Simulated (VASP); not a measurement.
# ZnO (P6_3mc) in VASP: notebook

The runs below take ZnO through single point, relaxation of cell and atoms, with PBE.

Everything below comes from runs of VASP 6.6.1. Logs are shortened: lines on timing, memory, paths and dates and some standing lists are left out, and cuts for length are marked.

**What was measured.**

From “Electronic structure of alkaline earth and post-transition metal oxides”, 2009, arxiv:0908.1581, for a bulk crystal of ZnO: band gap 3.37 eV.

The results are compared with them further down.

## 1. The cell of the first run

It takes space group P6_3mc (No. 186, hexagonal). The conventional cell has a = 3.280 Å, b = 3.280 Å, c = 5.293 Å, α = 90.00°, β = 90.00°, γ = 120.00°. Within 2.6 Å of Zn (site symmetry 3m) lie 4 O at 2.00 to 2.01 Å. Within 2.6 Å of O (site symmetry 3m) lie 4 Zn at 2.00 to 2.01 Å.

## 2. Single point, PBE

Contents of INCAR:

```
SYSTEM = ZnO
PREC = Accurate ; ENCUT = 520
EDIFF = 1E-6 ; ISMEAR = 0
SIGMA = 0.01 ; LREAL = .False.
LASPH = .True. ; NELM = 100
ALGO = Normal ; ISIF = 2
LWAVE = .False. ; LCHARG = .False.
GGA = PE ; NBANDS = 26
```

Contents of KPOINTS:

```
regular mesh
0
Gamma
  8 8 5
  0 0 0
```

Contents of POSCAR:

```
ZnO
1.0
    3.2796147296      0.0000000000      0.0000000000
   -1.6398073648      2.8402296705      0.0000000000
    0.0000000000      0.0000000000      5.2926472291
Zn O
2 2
Direct
    0.3333333333      0.6666666667      0.0014847730
    0.6666666667      0.3333333333      0.5014847730
    0.3333333333      0.6666666667      0.3806152270
    0.6666666667      0.3333333333      0.8806152270
```

Potentials or basis: VASP PAW PBE potentials, release 64 (Zn, O).

Run with:

```bash
$ cat potpaw_PBE.64/Zn/POTCAR potpaw_PBE.64/O/POTCAR > POTCAR
$ mpirun -np 1 vasp_std > vasp.out
```

OUTCAR:

```text
SYSTEM = ZnO
   PREC = Accurate
   ENCUT = 520
   EDIFF = 1E-6
   ISMEAR = 0
   LREAL = .False.
   LASPH = .True.
   NELM = 100
   ISIF = 2
   GGA = PE

 ion  position               nearest neighbor table
   1  0.333  0.667  0.001-   4 2.00   4 2.00   4 2.00   3 2.01
   2  0.667  0.333  0.501-   3 2.00   3 2.00   3 2.00   4 2.01
   3  0.333  0.667  0.381-   2 2.00   2 2.00   2 2.00   1 2.01
   4  0.667  0.333  0.881-   1 2.00   1 2.00   1 2.00   2 2.01

  LATTYP: Found a hexagonal cell.
 ALAT       =     3.2796147296
 C/A-ratio  =     1.6138015180

  Lattice vectors:

 A1 = (   3.2796147296,   0.0000000000,   0.0000000000)
 A2 = (  -1.6398073648,   2.8402296705,   0.0000000000)
 A3 = (   0.0000000000,   0.0000000000,   5.2926472291)

Analysis of symmetry for initial positions (statically):
=====================================================================
 Subroutine PRICEL returns:
 Original cell was already a primitive cell.

 Routine SETGRP: Setting up the symmetry group for a
 hexagonal supercell.

 Subroutine GETGRP returns: Found 12 space group operations
 (whereof  6 operations were pure point group operations)
 out of a pool of 24 trial point group operations.

The static configuration has the point symmetry C_3v.
 The point group associated with its full space group is C_6v.

Analysis of symmetry for dynamics (positions and initial velocities):
=====================================================================
 Subroutine PRICEL returns:
 Original cell was already a primitive cell.

 Routine SETGRP: Setting up the symmetry group for a
 hexagonal supercell.

 Subroutine GETGRP returns: Found 12 space group operations
 (whereof  6 operations were pure point group operations)
 out of a pool of 24 trial point group operations.

The dynamic configuration has the point symmetry C_3v.
 The point group associated with its full space group is C_6v.

 Subroutine INISYM returns: Found 12 space group operations
 (whereof  6 operations are pure point group operations),
 and found     1 'primitive' translations

----------------------------------------------------------------------------------------

                                     Primitive cell

  volume of cell :      49.3003

  direct lattice vectors                    reciprocal lattice vectors
     3.279614730  0.000000000  0.000000000     0.304913864  0.176042102  0.000000000
    -1.639807365  2.840229670  0.000000000     0.000000000  0.352084203  0.000000000
     0.000000000  0.000000000  5.292647229     0.000000000  0.000000000  0.188941367

  length of vectors
     3.279614730  3.279614730  5.292647229     0.352084203  0.352084203  0.188941367

  position of ions in fractional coordinates (direct lattice)
     0.333333333  0.666666667  0.001484773
     0.666666667  0.333333333  0.501484773
     0.333333333  0.666666667  0.380615227
     0.666666667  0.333333333  0.880615227

  ion indices of the primitive-cell ions
   primitive index   ion index
                 1           1
                 2           2
                 3           3
                 4           4

----------------------------------------------------------------------------------------

 KPOINTS: regular mesh

Automatic generation of k-mesh.
 Grid dimensions read from file:
 generate k-points for:    8    8    5

 Generating k-lattice:

  Cartesian coordinates                     Fractional coordinates (reciprocal lattice)
     0.038114233  0.022005263  0.000000000     0.125000000  0.000000000  0.000000000
     0.000000000  0.044010525  0.000000000     0.000000000  0.125000000  0.000000000
     0.000000000  0.000000000  0.037788273     0.000000000  0.000000000  0.200000000

  Length of vectors
     0.044010525  0.044010525  0.037788273

  Shift w.r.t. Gamma in fractional coordinates (k-lattice)
     0.000000000  0.000000000  0.000000000

 Subroutine IBZKPT returns following result:
 ===========================================

 Found     30 irreducible k-points:

 Following reciprocal coordinates:
            Coordinates               Weight
  0.000000  0.000000  0.000000      1.000000
  0.125000  0.000000  0.000000      6.000000
  0.250000  0.000000  0.000000      6.000000
  0.375000  0.000000  0.000000      6.000000
  0.500000  0.000000  0.000000      3.000000
  0.125000  0.125000  0.000000      6.000000
[... 16 lines left out ...]
  0.250000  0.000000  0.400000     12.000000
  0.375000  0.000000  0.400000     12.000000
 [... further k-points ...]
   k-points           NKPTS =     30   k-points in BZ     NKDIM =     30   number of bands    NBANDS=     26
   number of dos      NEDOS =    301   number of ions     NIONS =      4
   total plane-waves  NPLWV =  23040
   dimension x,y,z NGX =    24 NGY =   24 NGZ =   40
   dimension x,y,z NGXF=    48 NGYF=   48 NGZF=   80
   ions per type =               2   2
   NGX,Y,Z   is equivalent  to a cutoff of  12.17, 12.17, 12.56 a.u.
   NGXF,Y,Z  is equivalent  to a cutoff of  24.33, 24.33, 25.13 a.u.
 SYSTEM =  ZnO
   PREC   = accura    normal or accurate (medium, high low for compatibility)
   ISTART =      0    job   : 0-new  1-cont  2-samecut
   ICHARG =      2    charge: 1-file 2-atom 10-const
   ISPIN  =      1    spin polarized calculation?
   LNONCOLLINEAR =      F non collinear calculations
   LSORBIT =      F    spin-orbit coupling
   LASPH  =      T    aspherical Exc in radial PAW
   ENCUT  =  520.0 eV  38.22 Ry    6.18 a.u.   6.10  6.10  9.84*2*pi/ulx,y,z
   NELM   =    100;   NELMIN=  2; NELMDL= -5     # of ELM steps
   EDIFF  = 0.1E-05   stopping-criterion for ELM
   LREAL  =      F    real-space projection
   EDIFFG = 0.1E-04   stopping-criterion for IOM
   NSW    =      0    number of steps for IOM
   IBRION =     -1    ionic relax: 0-MD 1-quasi-New 2-CG
   NFREE  =      0    steps in history (QN), initial steepest desc. (CG)
   ISIF   =      2    stress and relaxation
   ISYM   =      2    0-nonsym 1-usesym 2-fastsym
   POTIM  = 0.5000    time-step for ionic-motion
   TEBEG  =    0.0;   TEEND  =   0.0 temperature during run
   PSTRESS=    0.0 pullay stress
   NELECT =      36.0000    total number of electrons
   NUPDOWN=      -1.0000    fix difference up-down
   EMIN   =  10.00;   EMAX   =-10.00  energy-range for DOS
   EFERMI =   0.00;   METHOD = LEGACY
   ISMEAR =     0;   SIGMA  =   0.01  broadening in eV -4-tet -1-fermi 0-gaus
   EFERMI_NEDOS =   21; number of points for ismear=-14 and -15
   IALGO  =     38    algorithm
   IMIX   =      4    mixing-type and parameters
     AMIX     =   0.40;   BMIX     =  1.00
     AMIX_MAG =   1.60;   BMIX_MAG =  1.00
  volume/ion in A,a.u.               =      12.33        83.17
  Fermi-wavevector in a.u.,A,eV,Ry     =   1.474210  2.785852 29.569462  2.173294
  Thomas-Fermi vector in A             =   2.589009
   LORBIT       =      0    0 simple, 1 ext, 2 COOP (PROOUT), +10 PAW based schemes
   GGA     = PE    functional components
   LHFCALC =     F    Hartree Fock is set to
   AEXX    =    0.0000 exact exchange contribution
   IVDW    =     0    specifies the selected vdW correction
   LEPSILON=     F    determine dielectric tensor
   LRPA    =     F    only Hartree local field effects (RPA)
 non-spin polarized calculation
 Gauss-broadening in eV      SIGMA  =   0.01
  energy-cutoff  :      520.00
  volume of cell :       49.30
 maximum number of plane-waves:      1350
   NGX = 13   NGY = 13   NGZ = 19

 number of electron      36.0000037 magnetization

 Free energy of the ion-electron system (eV)
  ---------------------------------------------------
  ext. energy  EPLUGINS =         0.00000000
  ---------------------------------------------------
  free energy    TOTEN  =       -17.86054663 eV

  energy without entropy =      -17.86054663  energy(sigma->0) =      -17.86054663

 E-fermi :   0.9947     XC(G=0): -10.7255

 val. band max:        0.8960290932   @ k =   0.0000   0.0000   0.0000
 cond. band min:       1.6238378519   @ k =   0.0000   0.0000   0.0000
 fundamental gap:      0.7278087587
 Fermi energy:         0.9946632511

 k-point     1 :       0.0000    0.0000    0.0000
  band No.  band energies     occupation
      1     -16.9225      2.00000
      2     -16.2548      2.00000
      3      -4.6414      2.00000
      4      -4.6414      2.00000
      5      -4.6013      2.00000
      6      -4.4866      2.00000
[... 18 lines left out ...]
     25      14.8263      0.00000
     26      14.8263      0.00000

 k-point     2 :       0.1250    0.0000    0.0000
  band No.  band energies     occupation
      1     -16.8435      2.00000
      2     -16.2201      2.00000
      3      -4.7237      2.00000
      4      -4.5955      2.00000
      5      -4.5559      2.00000
      6      -4.4696      2.00000
[... 18 lines left out ...]
     25      14.8158      0.00000
     26      14.9744      0.00000

 k-point     3 :       0.2500    0.0000    0.0000
  band No.  band energies     occupation
      1     -16.6397      2.00000
      2     -16.1422      2.00000
      3      -4.8642      2.00000
      4      -4.5492      2.00000
      5      -4.4963      2.00000
      6      -4.3724      2.00000
[... 18 lines left out ...]
     25      14.0574      0.00000
     26      14.8608      0.00000

 k-point     4 :       0.3750    0.0000    0.0000
  band No.  band energies     occupation
      1     -16.4057      2.00000
      2     -16.0850      2.00000
      3      -4.8937      2.00000
      4      -4.5855      2.00000
      5      -4.4225      2.00000
      6      -4.1649      2.00000
[... 18 lines left out ...]
     25      14.0528      0.00000
     26      14.7784      0.00000

 k-point     5 :       0.5000    0.0000    0.0000
  band No.  band energies     occupation
      1     -16.2858      2.00000
      2     -16.0812      2.00000
      3      -4.8328      2.00000
      4      -4.6158      2.00000
      5      -4.4010      2.00000
      6      -4.0261      2.00000
[... 18 lines left out ...]
     25      13.9167      0.00000
     26      14.8733      0.00000

 k-point     6 :       0.1250    0.1250    0.0000
  band No.  band energies     occupation
      1     -16.7019      2.00000
      2     -16.1637      2.00000
      3      -4.7922      2.00000
      4      -4.5964      2.00000
      5      -4.4889      2.00000
      6      -4.4461      2.00000
[... 427 lines left out ...]
 k-point    21 :       0.0000    0.0000    0.4000
  band No.  band energies     occupation
      1     -16.6994      2.00000
      2     -16.4933      2.00000
      3      -4.8098      2.00000
      4      -4.7823      2.00000
      5      -4.5992      2.00000
      6      -4.5992      2.00000
[... 18 lines left out ...]
     25      14.1060      0.00000
     26      14.1060      0.00000

 k-point    22 :       0.1250    0.0000    0.4000
  band No.  band energies     occupation
      1     -16.6337      2.00000
      2     -16.4410      2.00000
      3      -4.8485      2.00000
      4      -4.8331      2.00000
      5      -4.5459      2.00000
      6      -4.5459      2.00000
[... 18 lines left out ...]
     25      13.8921      0.00000
     26      14.2203      0.00000

 k-point    23 :       0.2500    0.0000    0.4000
  band No.  band energies     occupation
      1     -16.4685      2.00000
      2     -16.3144      2.00000
      3      -4.9565      2.00000
      4      -4.8893      2.00000
      5      -4.4185      2.00000
      6      -4.4113      2.00000
[... 18 lines left out ...]
     25      14.1465      0.00000
     26      14.3763      0.00000

 k-point    24 :       0.3750    0.0000    0.4000
  band No.  band energies     occupation
      1     -16.2903      2.00000
      2     -16.1909      2.00000
      3      -4.9990      2.00000
      4      -4.9265      2.00000
      5      -4.2998      2.00000
      6      -4.2260      2.00000
[... 18 lines left out ...]
     25      14.2459      0.00000
     26      14.4726      0.00000

 [... further k-points ...]

------------------------ aborting loop because EDIFF is reached ----------------------------------------

  FORCE on cell =-STRESS in cart. coord.  units (eV):
  Direction    XX          YY          ZZ          XY          YZ          ZX
  --------------------------------------------------------------------------------------
  -------------------------------------------------------------------------------------
  Total        0.2762718      0.2762718      0.2813407      0.0000000     -0.0000000     -0.0000000
  in kB        8.9783796      8.9783796      9.1431106      0.0000000     -0.0000000     -0.0000000
  external PRESSURE =       9.0332900 kB  Pullay stress =       0.0000000 kB

 VOLUME and BASIS-vectors are now :
 -----------------------------------------------------------------------------
  energy-cutoff  :      520.00
  volume of cell :       49.30
      direct lattice vectors                 reciprocal lattice vectors
     3.279614730  0.000000000  0.000000000     0.304913864  0.176042102  0.000000000
    -1.639807365  2.840229670  0.000000000     0.000000000  0.352084203  0.000000000
     0.000000000  0.000000000  5.292647229     0.000000000  0.000000000  0.188941367

 POSITION                                       TOTAL-FORCE (eV/Angst)
 -----------------------------------------------------------------------------------
     -0.00000      1.89349      0.00786        -0.000000      0.000000      0.000738
      1.63981      0.94674      2.65418         0.000000     -0.000000      0.000738
     -0.00000      1.89349      2.01446         0.000000      0.000000     -0.000738
      1.63981      0.94674      4.66079        -0.000000      0.000000     -0.000738
 -----------------------------------------------------------------------------------
    total drift:                               -0.000001     -0.000001     -0.001465

  FREE ENERGIE OF THE ION-ELECTRON SYSTEM (eV)
  ---------------------------------------------------
  free  energy   TOTEN  =       -17.8605466275 eV

  energy  without entropy=      -17.8605466275  energy(sigma->0) =      -17.86054663
```

It took 53 s on 1 thread of AMD EPYC 7R13, shared host; peak memory 0.14 GiB.

What came out:

* Free energy: -17.8605 eV
* Pressure: 0.9 GPa
* Band gap on the k mesh: 0.73 eV, direct

## 3. Relaxation of cell and atoms, PBE

This run uses another cell than the first one, of 11.90 Å³/atom, 0.965 times its volume.

Contents of INCAR:

```
PREC     = Accurate       # precision mode
ENCUT    = 600            # plane-wave cutoff, eV
EDIFF    = 1E-6           # SCF threshold, eV
ISMEAR   = 0              # smearing method
SIGMA    = 0.01           # smearing width, eV
LREAL    = F              # projectors in reciprocal space
LASPH    = T              # aspherical terms in the spheres
NELM     = 60             # most SCF steps
ALGO     = Normal         # electronic algorithm
ISIF     = 3              # what is computed and relaxed
LWAVE    = F              # write WAVECAR
LCHARG   = F              # write CHGCAR
GGA      = PE             # functional
IBRION   = 2              # ionic algorithm
NSW      = 100            # ionic steps
EDIFFG   = -0.003         # ionic threshold
```

Contents of KPOINTS:

```
regular mesh
0
Gamma
  8 8 5
```

Contents of POSCAR:

```
ZnO
1.0
    3.2494000000      0.0000000000      0.0000000000
   -1.6247000000      2.8140629471      0.0000000000
    0.0000000000      0.0000000000      5.2038000000
Zn O
2 2
Direct
    0.3333333333      0.6666666667      0.0000000000
    0.6666666667      0.3333333333      0.5000000000
    0.3333333333      0.6666666667      0.3821000000
    0.6666666667      0.3333333333      0.8821000000
```

Potentials or basis: VASP PAW PBE potentials, release 64 (Zn, O).

Run with:

```bash
$ cat potpaw_PBE.64/Zn/POTCAR potpaw_PBE.64/O/POTCAR > POTCAR
$ mpirun -np 1 vasp_std > vasp.out
```

Wall time 7.5 min (1 thread of AMD EPYC 7R13, shared host); peak memory 0.17 GiB.

It converged, with:

```yaml
Free_energy: -17.8618 eV
Relaxed_volume: 12.40 Å³/atom
Relaxed_cell: a = 3.285 Å, b = 3.285 Å, c = 5.304 Å, α = 90.00°, β = 90.00°, γ = 120.00°
Space_group_after_relaxing_to_0.05_Å: P6_3mc (No. 186)
Energy_gained_by_relaxing: 8.9 meV/atom
Ionic_steps: 16
Pressure_after_relaxing: 0.0 GPa
Band_gap_on_the_k_mesh: 0.72 eV, direct
```

Step by step:
| step | energy change (eV) | largest force (eV/Å) | pressure (GPa) | volume (Å³) |
| --- | --- | --- | --- | --- |
| 1 | 0.0000 | 0.0323 | 5.86 | 47.58 |
| 2 | -0.0265 | 0.0217 | -2.61 | 50.64 |
| 3 | -0.0351 | 0.0249 | -0.02 | 49.58 |
| 4 | -0.0351 | 0.0250 | 0.07 | 49.54 |
| 5 | -0.0353 | 0.0243 | 0.14 | 49.54 |
| 6 | -0.0357 | 0.0202 | 0.17 | 49.55 |
| 7 | -0.0357 | 0.0194 | 0.14 | 49.55 |
| 8 | -0.0357 | 0.0107 | -0.19 | 49.67 |
| 9 | -0.0358 | 0.0042 | -0.12 | 49.61 |
| 10 | -0.0358 | 0.0067 | 0.07 | 49.60 |
| 11 | -0.0358 | 0.0043 | -0.10 | 49.61 |
| 12 | -0.0358 | 0.0059 | -0.02 | 49.60 |
| 13 | -0.0358 | 0.0043 | -0.04 | 49.61 |
| 14 | -0.0358 | 0.0027 | 0.02 | 49.57 |
| 15 | -0.0358 | 0.0006 | 0.03 | 49.58 |
| 16 | -0.0358 | 0.0002 | -0.03 | 49.59 |

Final structure:
```
CELL_PARAMETERS angstrom
3.28550 0.00000 0.00000
-1.64275 2.84533 0.00000
0.00000 0.00000 5.30424
ATOMIC_POSITIONS crystal
Zn 0.33333 0.66667 0.00154
Zn 0.66667 0.33333 0.50154
O 0.33333 0.66667 0.38056
O 0.66667 0.33333 0.88056
```

Levels at points of the mesh, in eV from the valence-band top:
| k point | band 14 | band 15 | band 16 | band 17 | band 18 | band 19 | band 20 | band 21 | band 22 |
| --- | --- | --- | --- | --- | --- | --- | --- | --- | --- |
| (0.00, 0.00, 0.00) | -0.75 | -0.75 | -0.08 | 0.00 | 0.00 | 0.72 | 5.07 | 8.05 | 12.70 |
| (0.50, 0.00, 0.00) | -3.42 | -2.71 | -2.13 | -1.23 | -0.79 | 5.60 | 6.81 | 7.52 | 8.23 |

A hybrid or GW would open this gap; PBE tends to underestimate it. PBE usually gives volumes a little too large and moduli too small.

## 4. Comparison with measurements

Step 2. Against the measured gap of ZnO, 3.37 eV (quoted in “Electronic structure of alkaline earth and post-transition metal oxides”, 2009, arxiv:0908.1581), the calculated 0.73 eV is off by -2.64 eV. So large a miss can be the level of theory's own, or it may mean another phase, state or a wrong row. The value is that of PBE, without temperature or zero-point motion. Semilocal functionals fall short of measured gaps as a rule.
